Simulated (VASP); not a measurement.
# LiY3 (P4/mmm) in VASP: further runs

LiY3 is run at these levels: PBE; tasks: single point.

Everything below comes from runs of VASP 6.6.1. Logs are shortened: lines on timing, memory, paths and dates and some standing lists are left out, and cuts for length are marked.

**1. The cell of the first run**

The structure is tetragonal, space group P4/mmm (No. 123). The conventional cell has a = 2.933 Å, b = 2.933 Å, c = 9.653 Å, α = 90.00°, β = 90.00°, γ = 90.00°. Li (site symmetry 4/mmm) has 4 Li at 2.93 Å and 8 Y at 3.30 Å within 3.9 Å. Within 3.9 Å of Y (site symmetry 4mm) lie 8 Y at 2.93 to 3.07 Å and 4 Li at 3.30 Å. Within 3.9 Å of Y (site symmetry 4/mmm) lie 12 Y at 2.93 to 3.07 Å.

The cell was generated, and may not be a known phase.

**2. Single point, PBE**

File INCAR:

```
SYSTEM = LiY3
ALGO     = Normal         ! electronic algorithm
EDIFF    = 1E-6           ! SCF threshold, eV
ENCUT    = 520            ! plane-wave cutoff, eV
GGA      = PE             ! functional
ISIF     = 2              ! what is computed and relaxed
ISMEAR   = 0              ! smearing method
LASPH    = .TRUE.         ! aspherical terms in the spheres
LCHARG   = .FALSE.        ! write CHGCAR
LREAL    = .FALSE.        ! projectors in reciprocal space
LWAVE    = .FALSE.        ! write WAVECAR
NBANDS   = 26             ! bands
NELM     = 80             ! most SCF steps
PREC     = Accurate       ! precision mode
SIGMA    = 0.1            ! smearing width, eV
```

File KPOINTS:

```
k-points
0
G
  6 6 2
  0 0 0
```

File POSCAR:

```
LiY3
1.0
    2.9325734100      0.0000000000      0.0000000000
    0.0000000000      2.9325734100      0.0000000000
    0.0000000000      0.0000000000      9.6528370200
Li Y
1 3
Direct
    0.0000000000      0.0000000000      0.0000000000
    0.5000000000      0.5000000000      0.7342755200
    0.0000000000      0.0000000000      0.5000000000
    0.5000000000      0.5000000000      0.2657244800
```

Potentials or basis: VASP PAW PBE potentials, release 64 (Li_sv, Y_sv).

Started as:

```bash
cat potpaw_PBE.64/Li_sv/POTCAR potpaw_PBE.64/Y_sv/POTCAR > POTCAR
mpirun -np 1 vasp_std > vasp.out
```

OUTCAR:

```text
SYSTEM = LiY3
   EDIFF = 1E-6
   ENCUT = 520
   GGA = PE
   ISIF = 2
   ISMEAR = 0
   LASPH = .TRUE.
   LREAL = .FALSE.
   NELM = 80
   PREC = Accurate

 ion  position               nearest neighbor table
   1  0.000  0.000  0.000-   2 3.30   4 3.30   2 3.30   4 3.30   2 3.30   4 3.30   2 3.30   4 3.30

   2  0.500  0.500  0.734-   3 3.07   3 3.07   3 3.07   3 3.07   1 3.30   1 3.30   1 3.30   1 3.30

   3  0.000  0.000  0.500-   2 3.07   4 3.07   2 3.07   4 3.07   2 3.07   4 3.07   2 3.07   4 3.07

   4  0.500  0.500  0.266-   3 3.07   3 3.07   3 3.07   3 3.07   1 3.30   1 3.30   1 3.30   1 3.30

  LATTYP: Found a simple tetragonal cell.
 ALAT       =     2.9325734100
 C/A-ratio  =     3.2915926289

  Lattice vectors:

 A1 = (   2.9325734100,   0.0000000000,   0.0000000000)
 A2 = (   0.0000000000,   2.9325734100,   0.0000000000)
 A3 = (   0.0000000000,   0.0000000000,   9.6528370200)

Analysis of symmetry for initial positions (statically):
=====================================================================
 Subroutine PRICEL returns:
 Original cell was already a primitive cell.

 Routine SETGRP: Setting up the symmetry group for a
 simple tetragonal supercell.

 Subroutine GETGRP returns: Found 16 space group operations
 (whereof 16 operations were pure point group operations)
 out of a pool of 16 trial point group operations.

The static configuration has the point symmetry D_4h.

Analysis of symmetry for dynamics (positions and initial velocities):
=====================================================================
 Subroutine PRICEL returns:
 Original cell was already a primitive cell.

 Routine SETGRP: Setting up the symmetry group for a
 simple tetragonal supercell.

 Subroutine GETGRP returns: Found 16 space group operations
 (whereof 16 operations were pure point group operations)
 out of a pool of 16 trial point group operations.

The dynamic configuration has the point symmetry D_4h.

 Subroutine INISYM returns: Found 16 space group operations
 (whereof 16 operations are pure point group operations),
 and found     1 'primitive' translations

----------------------------------------------------------------------------------------

                                     Primitive cell

[... 85 lines left out ...]
   LSORBIT =      F    spin-orbit coupling
   LASPH  =      T    aspherical Exc in radial PAW
   ENCUT  =  520.0 eV  38.22 Ry    6.18 a.u.   5.45  5.45 17.95*2*pi/ulx,y,z
   NELM   =     80;   NELMIN=  2; NELMDL= -5     # of ELM steps
   EDIFF  = 0.1E-05   stopping-criterion for ELM
   LREAL  =      F    real-space projection
   EDIFFG = 0.1E-04   stopping-criterion for IOM
   NSW    =      0    number of steps for IOM
   IBRION =     -1    ionic relax: 0-MD 1-quasi-New 2-CG
   NFREE  =      0    steps in history (QN), initial steepest desc. (CG)
   ISIF   =      2    stress and relaxation
   ISYM   =      2    0-nonsym 1-usesym 2-fastsym
   POTIM  = 0.5000    time-step for ionic-motion
   TEBEG  =    0.0;   TEEND  =   0.0 temperature during run
   PSTRESS=    0.0 pullay stress
   NELECT =      36.0000    total number of electrons
   NUPDOWN=      -1.0000    fix difference up-down
   EMIN   =  10.00;   EMAX   =-10.00  energy-range for DOS
   EFERMI =   0.00;   METHOD = LEGACY
   ISMEAR =     0;   SIGMA  =   0.10  broadening in eV -4-tet -1-fermi 0-gaus
   EFERMI_NEDOS =   21; number of points for ismear=-14 and -15
   IALGO  =     38    algorithm
   IMIX   =      4    mixing-type and parameters
     AMIX     =   0.40;   BMIX     =  1.00
     AMIX_MAG =   1.60;   BMIX_MAG =  1.00
  volume/ion in A,a.u.               =      20.75       140.05
  Fermi-wavevector in a.u.,A,eV,Ry     =   1.239152  2.341659 20.891730  1.535499
  Thomas-Fermi vector in A             =   2.373648
   LORBIT       =      0    0 simple, 1 ext, 2 COOP (PROOUT), +10 PAW based schemes
   GGA     = PE    functional components
   LHFCALC =     F    Hartree Fock is set to
   AEXX    =    0.0000 exact exchange contribution
   IVDW    =     0    specifies the selected vdW correction
   LEPSILON=     F    determine dielectric tensor
   LRPA    =     F    only Hartree local field effects (RPA)
 non-spin polarized calculation
 Gauss-broadening in eV      SIGMA  =   0.10
  energy-cutoff  :      520.00
  volume of cell :       83.01
 maximum number of plane-waves:      2267
 NGX is ok and might be reduce to    24
   NGX = 11   NGY = 11   NGZ = 35

 number of electron      35.9999992 magnetization

 Free energy of the ion-electron system (eV)
  ---------------------------------------------------
  ext. energy  EPLUGINS =         0.00000000
  ---------------------------------------------------
  free energy    TOTEN  =       -18.02420324 eV

  energy without entropy =      -18.00125063  energy(sigma->0) =      -18.01272693

 E-fermi :   4.2066     XC(G=0): -10.3154

 val. band max:        4.1869128015   @ k =   0.3333   0.1667   0.0000
 cond. band min:       4.2602026192   @ k =   0.5000   0.3333   0.5000
 fundamental gap:      0.0732898177
 Fermi energy:         4.2065702959

 k-point     1 :       0.0000    0.0000    0.0000
  band No.  band energies     occupation
      1     -41.7352      2.00000
      2     -37.8651      2.00000
      3     -37.8146      2.00000
      4     -37.0822      2.00000
      5     -18.4959      2.00000
      6     -17.9374      2.00000
[... 569 lines left out ...]
     25      10.3631      0.00000
     26      11.1213      0.00000

------------------------ aborting loop because EDIFF is reached ----------------------------------------

  FORCE on cell =-STRESS in cart. coord.  units (eV):
  Direction    XX          YY          ZZ          XY          YZ          ZX
  --------------------------------------------------------------------------------------
  -------------------------------------------------------------------------------------
  Total       14.4372036     14.4372036      9.7906234      0.0000000     -0.0000000     -0.0000000
  in kB      278.6383599    278.6383599    188.9592547      0.0000000     -0.0000000     -0.0000000
  external PRESSURE =     248.7453248 kB  Pullay stress =       0.0000000 kB

 VOLUME and BASIS-vectors are now :
 -----------------------------------------------------------------------------
  energy-cutoff  :      520.00
  volume of cell :       83.01
      direct lattice vectors                 reciprocal lattice vectors
     2.932573410  0.000000000  0.000000000     0.340997431  0.000000000  0.000000000
     0.000000000  2.932573410  0.000000000     0.000000000  0.340997431  0.000000000
     0.000000000  0.000000000  9.652837020     0.000000000  0.000000000  0.103596486

 POSITION                                       TOTAL-FORCE (eV/Angst)
 -----------------------------------------------------------------------------------
      0.00000      0.00000      0.00000        -0.000000     -0.000000      0.000000
      1.46629      1.46629      7.08784         0.000000      0.000000      1.874857
      0.00000      0.00000      4.82642        -0.000000     -0.000000      0.000000
      1.46629      1.46629      2.56500         0.000000      0.000000     -1.874857
 -----------------------------------------------------------------------------------
    total drift:                                0.000000     -0.000000      0.000000

  FREE ENERGIE OF THE ION-ELECTRON SYSTEM (eV)
  ---------------------------------------------------
  free  energy   TOTEN  =       -18.0242032362 eV

  energy  without entropy=      -18.0012506332  energy(sigma->0) =      -18.01272693
```

OSZICAR:

```text
N       E                     dE             d eps       ncg     rms          rms(c)
DAV:   1     0.191411736006E+03    0.19141E+03   -0.17716E+04  1040   0.138E+03
DAV:   2     0.800374998614E+00   -0.19061E+03   -0.18492E+03  1214   0.329E+02
DAV:   3    -0.182703046935E+02   -0.19071E+02   -0.18494E+02  1872   0.580E+01
DAV:   4    -0.191949775057E+02   -0.92467E+00   -0.91526E+00  1382   0.146E+01
DAV:   5    -0.192263550701E+02   -0.31378E-01   -0.31338E-01  1594   0.234E+00    0.567E+01
DAV:   6    -0.184691928535E+02    0.75716E+00   -0.13911E+01  1286   0.162E+01    0.263E+01
DAV:   7    -0.187634996613E+02   -0.29431E+00   -0.11742E+01  1282   0.116E+01    0.244E+01
DAV:   8    -0.180260945956E+02    0.73741E+00   -0.39898E+00  1348   0.853E+00    0.314E+00
DAV:   9    -0.180267268825E+02   -0.63229E-03   -0.25355E-01  1456   0.244E+00    0.128E+00
DAV:  10    -0.180259204813E+02    0.80640E-03   -0.36306E-02  1436   0.113E+00    0.988E-01
DAV:  11    -0.180242274777E+02    0.16930E-02   -0.11236E-02  1344   0.524E-01    0.180E-01
DAV:  12    -0.180242038899E+02    0.23588E-04   -0.65962E-04  1378   0.141E-01    0.724E-02
DAV:  13    -0.180242079968E+02   -0.41069E-05   -0.10367E-04  1460   0.666E-02    0.307E-02
DAV:  14    -0.180242040332E+02    0.39636E-05   -0.19801E-05  1332   0.263E-02    0.122E-02
DAV:  15    -0.180242032362E+02    0.79696E-06   -0.25912E-06  1096   0.102E-02
   1 F= -.18024203E+02 E0= -.18012727E+02  d E =-.229526E-01
```

It took 33 s on 1 thread of AMD EPYC 9R45 (Zen 5), shared host; peak memory 0.19 GiB.

What came out:

```yaml
Free_energy: -18.0242 eV
Largest_force: 1.875 eV/Å
Band_gap_on_the_k_mesh: zero (bands 18 and 19 overlap by 0.94 eV)
```

Forces in eV/Å, atoms in the order of the input:
```
Li   0.000  0.000  0.000
Y    0.000  0.000  1.875
Y    0.000  0.000  0.000
Y    0.000  0.000 -1.875
```

Caveat: the cutoff is under 1.25 times the usual one of these potentials, so pressure, stress and relaxed cells hold a basis-set (Pulay) error; forces of over 1 eV/Å act on the atoms, so gaps and moduli don't describe the material at rest.

**3. Single point, PBE**

This run uses another cell than the first one, of 29.13 Å³/atom.

File INCAR:

```
ALGO = Normal ; EDIFF = 1E-7
ENCUT = 520 ; GGA = PE
ISIF = 2 ; ISMEAR = 0
LASPH = True ; LCHARG = True
LELF = True ; LREAL = False
LVHAR = True ; LWAVE = False
NBANDS = 26 ; NELM = 80
PREC = Accurate ; SIGMA = 0.1
```

File KPOINTS:

```
k-points
0
Gamma
  6 6 2
```

File POSCAR:

```
LiY3
1.0
    3.6563691970      0.0000000000      0.0000000000
    0.0000000000      3.6563691970      0.0000000000
    0.0000000000      0.0000000000      8.7146176496
Li Y
1 3
Direct
    0.0000000000      0.0000000000      0.0000000000
    0.5000000000      0.5000000000      0.7781640165
    0.0000000000      0.0000000000      0.5000000000
    0.5000000000      0.5000000000      0.2218359835
```

Potentials or basis: VASP PAW PBE potentials, release 64 (Li_sv, Y_sv).

Started as:

```bash
cat potpaw_PBE.64/Li_sv/POTCAR potpaw_PBE.64/Y_sv/POTCAR > POTCAR
mpirun -np 1 vasp_std > vasp.out
```

Run time: 47 s. Hardware: 1 thread of AMD EPYC 9R45 (Zen 5), shared host; peak memory 0.22 GiB.

Results (log left out):

* Free energy: -20.9791 eV
* Largest force: 0.011 eV/Å
* Band gap on the k mesh: zero (bands 18 and 19 overlap by 0.96 eV)

Forces in eV/Å, atoms in the order of the input:
```
Li   0.000  0.000  0.000
Y    0.000  0.000 -0.011
Y    0.000  0.000  0.000
Y    0.000  0.000  0.011
```

Levels at points of the mesh, in eV from the Fermi level:
```
           k point  band 15  band 16  band 17  band 18  band 19  band 20  band 21  band 22
(0.00, 0.00, 0.00)    -2.75    -2.19    -0.67    -0.60     0.29     1.40     2.10     2.10
(0.50, 0.00, 0.00)    -1.80    -1.35    -0.97     0.51     0.52     0.78     1.04     1.33
(0.50, 0.50, 0.00)    -1.35    -0.83    -0.45    -0.45    -0.35    -0.35     1.47     1.47
(0.00, 0.00, 0.50)    -3.75    -1.73    -0.58    -0.22     0.07     1.60     1.80     1.80
(0.50, 0.00, 0.50)    -1.76    -1.06    -0.96     0.33     0.46     0.57     0.75     1.44
(0.50, 0.50, 0.50)    -1.15    -0.94    -0.78    -0.78     0.50     0.50     0.71     0.71
```

Caveat: the k points lie up to 0.36 Å⁻¹ apart, too coarse for converged energies and pressures of a metal; the cutoff is under 1.25 times the usual one of these potentials, so pressure, stress and relaxed cells hold a basis-set (Pulay) error.

The gap in the log of VASP goes by the Fermi energy; the results here count the filled bands.